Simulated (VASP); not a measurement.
Runs of VASP 6.6.1 on Na. The structure is that of space group P6_3/mmc (No. 194), or close to it. The cells are those of the table. 

| task | cell | cutoff (eV) | gap on the mesh (eV) | pressure (GPa) |
| --- | --- | --- | --- | --- |
| relaxation of cell and atoms | relaxed to 30 GPa from a = 3.810, b = 3.810, c = 6.222 Å, angles 90.0, 90.0, 120.0°, 2 atoms | 600 | none | 29.9 |
| relaxation of cell and atoms | relaxed from a = 3.810, b = 3.810, c = 6.222 Å, angles 90.0, 90.0, 120.0°, 2 atoms | 600 | none | 0.0 |
| single point | a = 3.599, b = 3.599, c = 5.907 Å, angles 90.0, 90.0, 120.0°, 2 atoms | 520 | none | 0.0 |
| single point | a = 2.790, b = 2.790, c = 4.584 Å, angles 90.0, 90.0, 120.0°, 2 atoms | 520 | none | (a) |
| single point | a = 2.984, b = 2.984, c = 4.899 Å, angles 90.0, 90.0, 120.0°, 2 atoms | 520 | none | 14.9 |
| relaxation of cell and atoms | relaxed to 15 GPa from a = 3.810, b = 3.810, c = 6.222 Å, angles 90.0, 90.0, 120.0°, 2 atoms | 600 | none | 15.1 |
| single point | a = 2.673, b = 2.673, c = 4.394 Å, angles 90.0, 90.0, 120.0°, 2 atoms | 520 | none | 45.2 |

Alike in all rows: level LDA; potentials or basis VASP PAW LDA potentials, release 64 (Na_pv); no spin polarisation; k mesh 5 × 5 × 3; smearing methfessel-paxton 0.05 eV.

**Question.** Fill in the values left out.

**Answer.** (a) 30.1.

Caveats: all runs use coarse meshes; the cell is relaxed towards a set pressure, so the enthalpy falls and the energy may rise (some runs).

A gap of «none» marks levels without a gap at the run's occupations.
